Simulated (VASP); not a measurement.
# Ti3C2 (P6_3/mmc) in VASP: a series of runs

Ti3C2 is run at these levels: r2SCAN; tasks: single point.

Everything below comes from runs of VASP 6.6.1. Logs are shortened: lines on timing, memory, paths and dates and some standing lists are left out, and cuts for length are marked.

**1. The cell of the first run**

It takes space group P6_3/mmc (No. 194, hexagonal). The conventional cell has a = 2.911 Å, b = 2.911 Å, c = 15.119 Å, α = 90.00°, β = 90.00°, γ = 120.00°. Within 2.6 Å of Ti (site symmetry 3m) lie 3 C at 1.99 Å. Ti (site symmetry -3m) has 6 C at 2.12 Å and 12 Ti at 2.89 to 2.91 Å within 3.0 Å. Within 2.6 Å of C (site symmetry 3m) lie 6 Ti at 1.99 to 2.12 Å.

**2. Single point, r2SCAN (strain -0.050 along x and y, +0.000 along z)**

File POSCAR:

```
Ti3C2
1.0
    2.9108449311      0.0000000000      0.0000000000
   -1.4554224655      2.5208656568      0.0000000000
    0.0000000000      0.0000000000     15.1185181982
Ti C
6 4
Direct
    0.3333333333      0.6666666667      0.8441961089
    0.6666666667      0.3333333333      0.3441961089
    0.6666666667      0.3333333333      0.1558038911
    0.3333333333      0.6666666667      0.6558038911
    0.0000000000      0.0000000000      0.0000000000
    0.0000000000      0.0000000000      0.5000000000
    0.6666666667      0.3333333333      0.9141626305
    0.3333333333      0.6666666667      0.4141626305
    0.6666666667      0.3333333333      0.5858373695
    0.3333333333      0.6666666667      0.0858373695
```

File INCAR.step1:

```
SYSTEM = Ti3C2
ALGO     = Normal         ! electronic algorithm
EDIFF    = 1E-4           ! SCF threshold, eV
ENCUT    = 520            ! plane-wave cutoff, eV
GGA      = PE             ! functional
ISMEAR   = 0              ! smearing method
LASPH    = .True.         ! aspherical terms in the spheres
LCHARG   = .False.        ! write CHGCAR
LREAL    = .False.        ! projectors in reciprocal space
LWAVE    = .True.         ! write WAVECAR
NBANDS   = 55             ! bands
NELM     = 100            ! most SCF steps
PREC     = Accurate       ! precision mode
SIGMA    = 0.15           ! smearing width, eV
```

File INCAR.step2:

```
SYSTEM = Ti3C2
ALGO     = Normal         ! electronic algorithm
EDIFF    = 1E-7           ! SCF threshold, eV
ENCUT    = 520            ! plane-wave cutoff, eV
ISIF     = 2              ! what is computed and relaxed
ISMEAR   = 0              ! smearing method
ISTART   = 1            
LASPH    = .True.         ! aspherical terms in the spheres
LCHARG   = .False.        ! write CHGCAR
LMIXTAU  = .True.       
LREAL    = .False.        ! projectors in reciprocal space
LWAVE    = .False.        ! write WAVECAR
METAGGA  = R2SCAN         ! meta-GGA
NBANDS   = 55             ! bands
NELM     = 100            ! most SCF steps
PREC     = Accurate       ! precision mode
SIGMA    = 0.15           ! smearing width, eV
```

File KPOINTS:

```
k-points
0
Gamma
  12 12 4
  0 0 0
```

Potentials or basis: VASP PAW PBE potentials, release 64 (Ti_sv, C).

Started as:

```console
> cat potpaw_PBE.64/Ti_sv/POTCAR potpaw_PBE.64/C/POTCAR > POTCAR
> cp INCAR.step1 INCAR
> mpirun -np 1 vasp_std > vasp.out
> cp INCAR.step2 INCAR
> mpirun -np 1 vasp_std > vasp.out
```

OUTCAR:

```text
SYSTEM = Ti3C2
   EDIFF = 1E-7
   ENCUT = 520
   ISIF = 2
   ISMEAR = 0
   ISTART = 1
   LASPH = .True.
   LREAL = .False.
   METAGGA = R2SCAN
   NELM = 100
   PREC = Accurate

 ion  position               nearest neighbor table
   1  0.333  0.667  0.844-   7 1.99   7 1.99   7 1.99   4 2.85   5 2.89   5 2.89   5 2.89
   2  0.667  0.333  0.344-   8 1.99   8 1.99   8 1.99   3 2.85   6 2.89   6 2.89   6 2.89
   3  0.667  0.333  0.156-  10 1.99  10 1.99  10 1.99   2 2.85   5 2.89   5 2.89   5 2.89
   4  0.333  0.667  0.656-   9 1.99   9 1.99   9 1.99   1 2.85   6 2.89   6 2.89   6 2.89
   5  0.000  0.000  0.000-   7 2.12  10 2.12  10 2.12   7 2.12   7 2.12  10 2.12   1 2.89   3 2.89
                             1 2.89   3 2.89   1 2.89   3 2.89
   6  0.000  0.000  0.500-   8 2.12   9 2.12   8 2.12   9 2.12   9 2.12   8 2.12   2 2.89   4 2.89
                             4 2.89   2 2.89   4 2.89   2 2.89
   7  0.667  0.333  0.914-   1 1.99   1 1.99   1 1.99   5 2.12   5 2.12   5 2.12
   8  0.333  0.667  0.414-   2 1.99   2 1.99   2 1.99   6 2.12   6 2.12   6 2.12
   9  0.667  0.333  0.586-   4 1.99   4 1.99   4 1.99   6 2.12   6 2.12   6 2.12
  10  0.333  0.667  0.086-   3 1.99   3 1.99   3 1.99   5 2.12   5 2.12   5 2.12

  LATTYP: Found a hexagonal cell.
 ALAT       =     2.9108449311
 C/A-ratio  =     5.1938590190

  Lattice vectors:

 A1 = (   2.9108449311,   0.0000000000,   0.0000000000)
 A2 = (  -1.4554224655,   2.5208656568,   0.0000000000)
 A3 = (   0.0000000000,   0.0000000000,  15.1185181982)

Analysis of symmetry for initial positions (statically):
=====================================================================
 Subroutine PRICEL returns:
 Original cell was already a primitive cell.

 Routine SETGRP: Setting up the symmetry group for a
 hexagonal supercell.

 Subroutine GETGRP returns: Found 24 space group operations
 (whereof 12 operations were pure point group operations)
 out of a pool of 24 trial point group operations.

The static configuration has the point symmetry D_3d.
 The point group associated with its full space group is D_6h.

Analysis of symmetry for dynamics (positions and initial velocities):
=====================================================================
 Subroutine PRICEL returns:
 Original cell was already a primitive cell.

 Routine SETGRP: Setting up the symmetry group for a
 hexagonal supercell.

 Subroutine GETGRP returns: Found 24 space group operations
 (whereof 12 operations were pure point group operations)
 out of a pool of 24 trial point group operations.

The dynamic configuration has the point symmetry D_3d.
 The point group associated with its full space group is D_6h.

 Subroutine INISYM returns: Found 24 space group operations
 (whereof 12 operations are pure point group operations),
 and found     1 'primitive' translations

----------------------------------------------------------------------------------------

                                     Primitive cell

  volume of cell :     110.9374

  direct lattice vectors                    reciprocal lattice vectors
     2.910844931  0.000000000  0.000000000     0.343542863  0.198344564  0.000000000
    -1.455422466  2.520865657  0.000000000     0.000000000  0.396689128  0.000000000
     0.000000000  0.000000000 15.118518198     0.000000000  0.000000000  0.066144048

  length of vectors
     2.910844931  2.910844931 15.118518198     0.396689128  0.396689128  0.066144048

  position of ions in fractional coordinates (direct lattice)
     0.333333333  0.666666667  0.844196109
     0.666666667  0.333333333  0.344196109
     0.666666667  0.333333333  0.155803891
     0.333333333  0.666666667  0.655803891
     0.000000000  0.000000000  0.000000000
     0.000000000  0.000000000  0.500000000
     0.666666667  0.333333333  0.914162631
     0.333333333  0.666666667  0.414162631
     0.666666667  0.333333333  0.585837369
     0.333333333  0.666666667  0.085837369

  ion indices of the primitive-cell ions
   primitive index   ion index
                 1           1
                 2           2
                 3           3
                 4           4
                 5           5
                 6           6
                 7           7
                 8           8
                 9           9
                10          10

----------------------------------------------------------------------------------------

 KPOINTS: k-points

Automatic generation of k-mesh.
 Grid dimensions read from file:
 generate k-points for:   12   12    4

 Generating k-lattice:

  Cartesian coordinates                     Fractional coordinates (reciprocal lattice)
     0.028628572  0.016528714  0.000000000     0.083333333  0.000000000  0.000000000
     0.000000000  0.033057427  0.000000000     0.000000000  0.083333333  0.000000000
     0.000000000  0.000000000  0.016536012     0.000000000  0.000000000  0.250000000

  Length of vectors
     0.033057427  0.033057427  0.016536012

  Shift w.r.t. Gamma in fractional coordinates (k-lattice)
     0.000000000  0.000000000  0.000000000

 Subroutine IBZKPT returns following result:
 ===========================================

 Found     57 irreducible k-points:

 Following reciprocal coordinates:
            Coordinates               Weight
  0.000000  0.000000  0.000000      1.000000
  0.083333 -0.000000  0.000000      6.000000
  0.166667 -0.000000  0.000000      6.000000
  0.250000 -0.000000  0.000000      6.000000
  0.333333  0.000000  0.000000      6.000000
  0.416667 -0.000000  0.000000      6.000000
[... 16 lines left out ...]
  0.250000 -0.000000  0.250000     12.000000
  0.333333  0.000000  0.250000     12.000000
 [... further k-points ...]
   k-points           NKPTS =     57   k-points in BZ     NKDIM =     57   number of bands    NBANDS=     55
   number of dos      NEDOS =    301   number of ions     NIONS =     10
   total plane-waves  NPLWV =  64512
   dimension x,y,z NGX =    24 NGY =   24 NGZ =  112
   dimension x,y,z NGXF=    48 NGYF=   48 NGZF=  224
   ions per type =               6   4
   NGX,Y,Z   is equivalent  to a cutoff of  13.71, 13.71, 12.32 a.u.
   NGXF,Y,Z  is equivalent  to a cutoff of  27.41, 27.41, 24.63 a.u.
 SYSTEM =  Ti3C2
   PREC   = accura    normal or accurate (medium, high low for compatibility)
   ISTART =      1    job   : 0-new  1-cont  2-samecut
   ICHARG =      0    charge: 1-file 2-atom 10-const
   ISPIN  =      1    spin polarized calculation?
   LNONCOLLINEAR =      F non collinear calculations
   LSORBIT =      F    spin-orbit coupling
   LASPH  =      T    aspherical Exc in radial PAW
   ENCUT  =  520.0 eV  38.22 Ry    6.18 a.u.   5.41  5.41 28.11*2*pi/ulx,y,z
   NELM   =    100;   NELMIN=  2; NELMDL=  0     # of ELM steps
   EDIFF  = 0.1E-06   stopping-criterion for ELM
   LREAL  =      F    real-space projection
   EDIFFG = 0.1E-05   stopping-criterion for IOM
   NSW    =      0    number of steps for IOM
   IBRION =     -1    ionic relax: 0-MD 1-quasi-New 2-CG
   NFREE  =      0    steps in history (QN), initial steepest desc. (CG)
   ISIF   =      2    stress and relaxation
   ISYM   =      2    0-nonsym 1-usesym 2-fastsym
   POTIM  = 0.5000    time-step for ionic-motion
   TEBEG  =    0.0;   TEEND  =   0.0 temperature during run
   PSTRESS=    0.0 pullay stress
   NELECT =      88.0000    total number of electrons
   NUPDOWN=      -1.0000    fix difference up-down
   EMIN   =  10.00;   EMAX   =-10.00  energy-range for DOS
   EFERMI =   0.00;   METHOD = LEGACY
   ISMEAR =     0;   SIGMA  =   0.15  broadening in eV -4-tet -1-fermi 0-gaus
   EFERMI_NEDOS =   21; number of points for ismear=-14 and -15
   IALGO  =     38    algorithm
   IMIX   =      4    mixing-type and parameters
     AMIX     =   0.40;   BMIX     =  1.00
     AMIX_MAG =   1.60;   BMIX_MAG =  1.00
  volume/ion in A,a.u.               =      11.09        74.86
  Fermi-wavevector in a.u.,A,eV,Ry     =   1.515455  2.863795 31.247194  2.296604
  Thomas-Fermi vector in A             =   2.624977
   LORBIT       =      0    0 simple, 1 ext, 2 COOP (PROOUT), +10 PAW based schemes
   METAGGA = R2SCAN    functional components
   LHFCALC =     F    Hartree Fock is set to
   AEXX    =    0.0000 exact exchange contribution
   IVDW    =     0    specifies the selected vdW correction
   LEPSILON=     F    determine dielectric tensor
   LRPA    =     F    only Hartree local field effects (RPA)
 non-spin polarized calculation
 Gauss-broadening in eV      SIGMA  =   0.15
  energy-cutoff  :      520.00
  volume of cell :      110.94
 maximum number of plane-waves:      3047
 NGX is ok and might be reduce to    24
   NGX = 11   NGY = 11   NGZ = 57

 number of electron      88.0000000 magnetization

 Free energy of the ion-electron system (eV)
  ---------------------------------------------------
  ext. energy  EPLUGINS =         0.00000000
  ---------------------------------------------------
  free energy    TOTEN  =      -124.40963299 eV

  energy without entropy =     -124.38071143  energy(sigma->0) =     -124.39517221

 E-fermi :   9.9968     XC(G=0): -13.3525

 val. band max:        9.9850546225   @ k =   0.0833   0.0833   0.5000
 cond. band min:       9.9986071071   @ k =   0.1667   0.1667   0.5000
 fundamental gap:      0.0135524846
 Fermi energy:         9.9967954899

 k-point     1 :       0.0000    0.0000    0.0000
  band No.  band energies     occupation
      1     -49.1918      2.00000
      2     -49.1772      2.00000
      3     -49.1673      2.00000
      4     -49.1506      2.00000
      5     -48.9679      2.00000
      6     -48.9659      2.00000
[... 47 lines left out ...]
     54      11.8399      0.00000
     55      12.1064      0.00000

 k-point     2 :       0.0833   -0.0000    0.0000
  band No.  band energies     occupation
      1     -49.1847      2.00000
      2     -49.1710      2.00000
      3     -49.1602      2.00000
      4     -49.1445      2.00000
      5     -48.9625      2.00000
      6     -48.9605      2.00000
[... 47 lines left out ...]
     54      11.8576      0.00000
     55      12.1450      0.00000
[... 1216 lines left out ...]
     54      12.1757      0.00000
     55      12.2497      0.00000

 k-point    24 :       0.3333    0.0000    0.2500
  band No.  band energies     occupation
      1     -49.1111      2.00000
      2     -49.1075      2.00000
      3     -49.0860      2.00000
      4     -49.0819      2.00000
      5     -48.9071      2.00000
      6     -48.9066      2.00000
[... 47 lines left out ...]
     54      12.6564      0.00000
     55      12.8096      0.00000

 [... further k-points ...]
[... 5 lines left out ...]
  --------------------------------------------------------------------------------------
  -------------------------------------------------------------------------------------
  Total       24.2420055     24.2420055      9.4360027      0.0000000      0.0000000     -0.0000000
  in kB      350.1072702    350.1072702    136.2763961      0.0000000      0.0000000     -0.0000000
  external PRESSURE =     278.8303121 kB  Pullay stress =       0.0000000 kB

 VOLUME and BASIS-vectors are now :
 -----------------------------------------------------------------------------
  energy-cutoff  :      520.00
  volume of cell :      110.94
      direct lattice vectors                 reciprocal lattice vectors
     2.910844931  0.000000000  0.000000000     0.343542863  0.198344564  0.000000000
    -1.455422466  2.520865657  0.000000000     0.000000000  0.396689128  0.000000000
     0.000000000  0.000000000 15.118518198     0.000000000  0.000000000  0.066144048

 POSITION                                       TOTAL-FORCE (eV/Angst)
 -----------------------------------------------------------------------------------
     -0.00000      1.68058     12.76299        -0.000000      0.000000     -1.566432
      1.45542      0.84029      5.20374        -0.000000      0.000000     -1.566432
      1.45542      0.84029      2.35552         0.000000     -0.000000      1.566432
     -0.00000      1.68058      9.91478        -0.000000     -0.000000      1.566432
      0.00000      0.00000      0.00000        -0.000000      0.000000     -0.000000
      0.00000      0.00000      7.55926        -0.000000      0.000000     -0.000000
      1.45542      0.84029     13.82078         0.000000      0.000000      0.528562
     -0.00000      1.68058      6.26153        -0.000000      0.000000      0.528562
      1.45542      0.84029      8.85699        -0.000000      0.000000     -0.528562
     -0.00000      1.68058      1.29773         0.000000     -0.000000     -0.528562
 -----------------------------------------------------------------------------------
    total drift:                               -0.000000      0.000000     -0.000000

  FREE ENERGIE OF THE ION-ELECTRON SYSTEM (eV)
  ---------------------------------------------------
  free  energy   TOTEN  =      -124.4096329887 eV

  energy  without entropy=     -124.3807114331  energy(sigma->0) =     -124.39517221
```

Wall time 20 min (1 thread of Intel Xeon 6975P-C (Granite Rapids), shared host); peak memory 0.42 GiB.

Results:

```
Free energy            : -124.4096 eV
Pressure               : 27.9 GPa
Largest force          : 1.566 eV/Å
Band gap on the k mesh : zero (bands 44 and 45 overlap by 0.51 eV)
```

Forces in eV/Å, atoms in the order of the input:
```
Ti   0.000  0.000 -1.566
Ti   0.000  0.000 -1.566
Ti   0.000  0.000  1.566
Ti   0.000  0.000  1.566
Ti   0.000  0.000  0.000
Ti   0.000  0.000  0.000
C    0.000  0.000  0.529
C    0.000  0.000  0.529
C    0.000  0.000 -0.529
C    0.000  0.000 -0.529
```

Stress tensor (GPa, compression positive):
```
35.01  0.00  0.00
 0.00 35.01  0.00
 0.00  0.00 13.63
```

Caveat: the cell differs from its parent crystal (strain -0.050 along x and y, +0.000 along z); the cell stands under pressure; the PAW data sets were made with another functional, which shifts forces and pressure a little.

**3. Single point, r2SCAN (strain +0.000 along x and y, -0.050 along z)**

POSCAR, as its differences from that of step 2:

```diff
@@ -2,5 +2,5 @@
 1.0
-    2.9108449311      0.0000000000      0.0000000000
-   -1.4554224655      2.5208656568      0.0000000000
-    0.0000000000      0.0000000000     15.1185181982
+    3.0640472959      0.0000000000      0.0000000000
+   -1.5320236479      2.6535427966      0.0000000000
+    0.0000000000      0.0000000000     14.3625922883
 Ti C
```

File INCAR.step1:

```
SYSTEM = Ti3C2
PREC = Accurate
ENCUT = 520
ISMEAR = 0
SIGMA = 0.15
LREAL = .FALSE.
LASPH = .TRUE.
NELM = 60
NBANDS = 55
GGA = PE
ALGO = Normal
EDIFF = 1E-4
LWAVE = .TRUE.
LCHARG = .FALSE.
```

File INCAR.step2:

```
SYSTEM = Ti3C2
PREC = Accurate
ENCUT = 520
EDIFF = 1E-7
ISMEAR = 0
SIGMA = 0.15
LREAL = .FALSE.
LASPH = .TRUE.
NELM = 60
ALGO = Normal
ISIF = 2
LWAVE = .FALSE.
LCHARG = .FALSE.
METAGGA = R2SCAN
LMIXTAU = .TRUE.
NBANDS = 55
ISTART = 1
```

File KPOINTS:

```
Automatic mesh
0
G
  12 12 4
  0 0 0
```

Potentials or basis: VASP PAW PBE potentials, release 64 (Ti_sv, C).

Started as:

```console
> cat potpaw_PBE.64/Ti_sv/POTCAR potpaw_PBE.64/C/POTCAR > POTCAR
> cp INCAR.step1 INCAR
> mpirun -np 1 vasp_std > vasp.out
> cp INCAR.step2 INCAR
> mpirun -np 1 vasp_std > vasp.out
```

It took 17 min on 1 thread of Intel Xeon 6975P-C (Granite Rapids), shared host; peak memory 0.44 GiB.

It converged, with:

```yaml
Free_energy: -125.2129 eV
Pressure: 12.1 GPa
Largest_force: 0.984 eV/Å
Band_gap_on_the_k_mesh: zero (bands 44 and 45 overlap by 0.65 eV)
```

Forces on the atoms (eV/Å):
```
Ti   0.000  0.000 -0.984
Ti   0.000  0.000 -0.984
Ti   0.000  0.000  0.984
Ti   0.000  0.000  0.984
Ti   0.000  0.000  0.000
Ti   0.000  0.000  0.000
C    0.000  0.000 -0.046
C    0.000  0.000 -0.046
C    0.000  0.000  0.046
C    0.000  0.000  0.046
```

Stress tensor (GPa, compression positive):
```
 6.64  0.00  0.00
 0.00  6.64  0.00
 0.00  0.00 22.98
```

Levels at points of the mesh, in eV from the Fermi level:
| k point | band 42 | band 43 | band 44 | band 45 | band 46 | band 47 |
| --- | --- | --- | --- | --- | --- | --- |
| (0.00, 0.00, 0.00) | -1.72 | 0.29 | 0.29 | 0.49 | 0.49 | 0.64 |
| (0.50, 0.00, 0.00) | -1.73 | -1.49 | -1.45 | 0.35 | 0.66 | 2.13 |
| (0.00, 0.00, 0.50) | -1.86 | 0.37 | 0.37 | 0.37 | 0.37 | 0.84 |
| (0.50, 0.00, 0.50) | -1.90 | -1.46 | -1.46 | 0.51 | 0.51 | 2.36 |

Caveat: the cell differs from its parent crystal (strain +0.000 along x and y, -0.050 along z); the cell stands under pressure; the PAW data sets were made with another functional, which shifts forces and pressure a little.

[end of part 1 of 2]
